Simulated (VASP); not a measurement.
N: single point with LDA

N:

```
N
1.0
     4.73216    0.00000    0.00000
     0.00000    4.73216    0.00000
     0.00000    0.00000    4.73216
N
4
Direct
  0.99998 0.99998 0.99998
  0.50002 0.00002 0.49998
  0.49998 0.50002 0.00002
  0.00002 0.49998 0.50002
```

| Item | Value |
| --- | --- |
| Program | VASP 6.6.1 |
| Task | single point |
| Functional | LDA |
| Potentials or basis | VASP PAW LDA potentials, release 64 (N) |
| Cutoff | 520 eV |
| k mesh | 6 × 6 × 6 |
| Occupations | gaussian, width 0.02 eV |
| Spin | collinear spin, ferromagnetic start |
| Starting moments | [3.15, 3.15, 3.15, 3.15] μB |
| Dipole correction | no |
| Further INCAR settings | ALGO = Normal; EDIFF = 1e-06; NBANDS = 22 |

```
Pressure                                              : 0.2 GPa
Band gap on the k mesh                                : 1.37 eV
Net moment                                            : 12.00 μB per cell
Site moments                                          : N +1.93 μB
Valence electrons inside the program's atomic spheres : N 3.24
```

Levels at points of the mesh, in eV from the valence-band top:
Spin up:
| k point | band 14 | band 15 | band 16 | band 17 | band 18 | band 19 |
| --- | --- | --- | --- | --- | --- | --- |
| (0.00, 0.00, 0.00) | 0.00 | 0.00 | 0.00 | 7.35 | 10.79 | 10.79 |
| (0.50, 0.00, 0.00) | -0.31 | -0.31 | -0.31 | 9.25 | 9.25 | 11.75 |
| (0.50, 0.50, 0.00) | -0.20 | -0.20 | -0.20 | 10.66 | 10.66 | 10.66 |
| (0.50, 0.50, 0.50) | -0.19 | -0.19 | -0.19 | 11.27 | 11.27 | 11.27 |
Spin down:
```tsv
k point	band 1	band 2	band 3	band 4	band 5	band 6	band 7	band 8
(0.00, 0.00, 0.00)	-8.70	-7.54	-7.54	-7.54	1.76	1.76	1.76	3.51
(0.50, 0.00, 0.00)	-8.16	-8.16	-7.53	-7.53	2.54	2.54	2.54	2.54
(0.50, 0.50, 0.00)	-7.84	-7.84	-7.84	-7.84	2.15	2.15	2.15	2.15
(0.50, 0.50, 0.50)	-7.81	-7.81	-7.81	-7.81	1.37	1.37	1.37	1.37
```

Wall time 31 s on 1 thread of Intel(R) Xeon(R) 6975P-C (Granite Rapids) (shared host), peak memory 0.2 GiB.

A k mesh can miss the band edges.
